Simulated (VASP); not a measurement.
Input of a VASP 6.6.1 run:

The input INCAR:

```
SYSTEM = C
PREC     = Accurate       ! precision mode
ENCUT    = 520            ! plane-wave cutoff, eV
EDIFF    = 1E-6           ! SCF threshold, eV
ISMEAR   = 0              ! smearing method
SIGMA    = 0.15           ! smearing width, eV
LREAL    = .FALSE.        ! projectors in reciprocal space
LASPH    = .TRUE.         ! aspherical terms in the spheres
NELM     = 60             ! most SCF steps
ALGO     = Normal         ! electronic algorithm
ISIF     = 2              ! what is computed and relaxed
LWAVE    = .FALSE.        ! write WAVECAR
LCHARG   = .TRUE.         ! write CHGCAR
GGA      = PS             ! functional
LELF     = .TRUE.         ! ELF
LVHAR    = .TRUE.       
NBANDS   = 26             ! bands
```

File KPOINTS:

```
regular mesh
0
G
  18 18 3
  0 0 0
```

Contents of POSCAR:

```
C
1.0
   -2.4587330167      0.0000000000      0.0000000000
   -1.2293665084     -2.1293252536      0.0000000000
    0.0000000000      0.0000000000     14.4916134525
C
8
Direct
    0.0000000000      0.0000000000      0.0012509853
    0.0000000000      0.0000000000      0.5012509853
    0.0000000000      1.0000000000      0.2512509853
    0.0000000000      1.0000000000      0.7512509853
    0.3333333333      0.3333333333      0.0012490147
    0.3333333333      0.3333333333      0.5012490147
    0.6666666667      0.6666666667      0.2512490147
    0.6666666667      0.6666666667      0.7512490147
```

Potentials or basis: VASP PAW PBE potentials, release 64 (C).

Launch:

```bash
$ cat potpaw_PBE.64/C/POTCAR > POTCAR
$ mpirun -np 1 vasp_std > vasp.out
```

Problem. Estimate the pressure.

Solution. 0.7 GPa.

Problem. Estimate the band gap on the k mesh.

Solution. Zero (filled and empty bands touch).

Stress tensor (GPa, compression positive):
```
 1.05  0.00  0.00
 0.00  1.05  0.00
 0.00  0.00 -0.05
```

Caveat: the PAW data sets were made with another functional, which shifts forces and pressure a little; this functional lacks dispersion, which binds the layers, so the pressure and a relaxed spacing across them are unreliable.
